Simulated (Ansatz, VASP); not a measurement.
AgI2 in VASP and in Ansatz

File INCAR:

```
PREC = Accurate
ENCUT = 600
EDIFF = 1E-6
ISMEAR = 0
SIGMA = 0.1
LREAL = False
LASPH = True
NELM = 100
ALGO = Normal
ISIF = 3
LWAVE = False
LCHARG = False
GGA = PS
IBRION = 2
NSW = 100
EDIFFG = -0.005
```

KPOINTS

```
Automatic mesh
0
Gamma
  10 10 8
```

The input POSCAR:

```
AgI2
1.0
    4.0627002990      0.0000000000      0.0000000000
    0.0000000000      4.0627002990      0.0000000000
    0.0000000000      0.0000000000      6.1833113624
Ag I
1 2
Direct
    0.0000000000      0.0000000000      0.5000000000
    0.5000000000      0.0000000000      0.7910272197
    0.0000000000      0.5000000000      0.2089727803
```

Input for Ansatz:

```yaml
crystal:
  lattice:
    - [4.062700299, 0.0, 0.0]
    - [0.0, 4.062700299, 0.0]
    - [0.0, 0.0, 6.1833113624]
  atoms:
    - { symbol: Ag, position: [0.0, 0.0, 0.5] }
    - { symbol: I, position: [0.5, 0.0, 0.7910272197] }
    - { symbol: I, position: [0.0, 0.5, 0.2089727803] }
basis:
  ecutwfc: 420
kpoints:
  mp_grid: { grid: [10, 10, 8] }
hamiltonian:
  xc: pbesol
scf:
  occupations: { method: gaussian, width: 0.1 }
output:
  forces: true
  stress: true
  eigenvalues: true
relax:
  adjacent_minimum: "off"
  f_tol: 0.005
  max_steps: 80
  cell: { stress_tol: 0.05 }
```

Alike in both runs: task relaxation of cell and atoms; functional PBEsol; k mesh 10 × 10 × 8; occupations gaussian, width 0.1 eV; no spin polarisation.

|  | VASP | Ansatz |
| --- | --- | --- |
| version | VASP 6.6.1 | Ansatz 0.2.0 |
| potentials or method | VASP PAW PBE potentials, release 64 (Ag, I), cutoff 600 eV | scalar-relativistic, plane waves, PAW |
| valence electrons in the cell | 25 | 53 |

|  | VASP | Ansatz | Ansatz less VASP |
| --- | --- | --- | --- |
| gap on the k mesh at the Fermi level, each at its own relaxed structure (eV) | none | none | - |
| relaxed volume (Å³/atom) | 33.99 | 34.02 | +0.032 |
| relaxed cell length with the largest relative difference (Å) | 6.181 | 6.183 | +0.0021 |

VASP's potentials were made for PBE, not for PBEsol. A gap of «none» marks a metal or a gap that the smearing closes. VASP's potentials hold 25 valence electrons a cell and Ansatz's 53, so a difference there can come from the potentials and not from the codes.

Neither program's run includes spin-orbit coupling.
